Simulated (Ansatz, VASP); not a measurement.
## Y2Mo2C: VASP beside Ansatz

```
Y Mo C
1.0
    -2.03638    2.03638    5.34297
     2.03638   -2.03638    5.34297
     2.03638    2.03638   -5.34297
Y Mo C
2 2 1
Direct
  0.25000 0.75000 0.50000
  0.75000 0.25000 0.50000
  0.62600 0.62600 0.00000
  0.37400 0.37400 0.00000
  0.00000 0.00000 0.00000
```

Alike in both runs: task relaxation of cell and atoms; functional PBE; k mesh 6 × 6 × 6; occupations gaussian, width 0.1 eV; no spin polarisation.

|  | VASP | Ansatz |
| --- | --- | --- |
| version | VASP 6.6.1 | Ansatz 0.2.0 |
| potentials or method | VASP PAW PBE potentials, release 64 (Y_sv, Mo_sv, C), cutoff 600 eV | scalar-relativistic, plane waves, PAW |
| valence electrons in the cell | 54 | 54 |

|  | VASP | Ansatz | Ansatz less VASP |
| --- | --- | --- | --- |
| gap on the k mesh at the Fermi level, each at its own relaxed structure (eV) | none | none | - |
| relaxed volume (Å³/atom) | 24.14 | 24.28 | +0.144 |
| relaxed length of the cell vector where the two differ most in proportion (Å) | 6.867 | 6.854 | -0.0130 |

A gap of «none» marks a metal or a gap that the smearing closes.

The k mesh is coarse, so the values compare programs but aren't converged. Noted on VASP's run: the volume moved by over 15 % at a fixed basis, so the end points are rough.
